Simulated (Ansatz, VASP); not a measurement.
BN: VASP beside Ansatz

```
CELL_PARAMETERS angstrom
2.56597 0.00000 0.00000
-1.28298 2.22219 0.00000
0.00000 0.00000 4.19775
ATOMIC_POSITIONS crystal
B 0.33333 0.66667 0.99963
B 0.66667 0.33333 0.49963
N 0.33333 0.66667 0.37437
N 0.66667 0.33333 0.87437
```

Change from the starting cell: strained cell.

Alike in both runs: functional PBEsol; k mesh 9 × 9 × 6; occupations gaussian, width 0.02 eV; no spin polarisation.

Ansatz relaxed the structure, and its values are those at the end. VASP's run is a single point on that final structure, the one shown.

```csv
,VASP,Ansatz
version,VASP 6.6.1,Ansatz 0.2.0
potentials or method,"VASP PAW PBE potentials, release 64 (B, N), cutoff 520 eV","scalar-relativistic, plane waves, PAW"
valence electrons in the cell,16,16
```

Ansatz gave:

```
gap on the k mesh at the Fermi level (eV) : 5.04
least direct gap on the mesh (eV)         : 8.07
pressure (GPa)                            : -6.9
```

Which values does VASP return?

gap on the k mesh at the Fermi level (eV): 5.03; least direct gap on the mesh (eV): 8.07; pressure (GPa): -6.2.

VASP's potentials were made for PBE, not for PBEsol, and Ansatz warns of the same on its side. Ansatz's warnings: stress scf threshold loose.
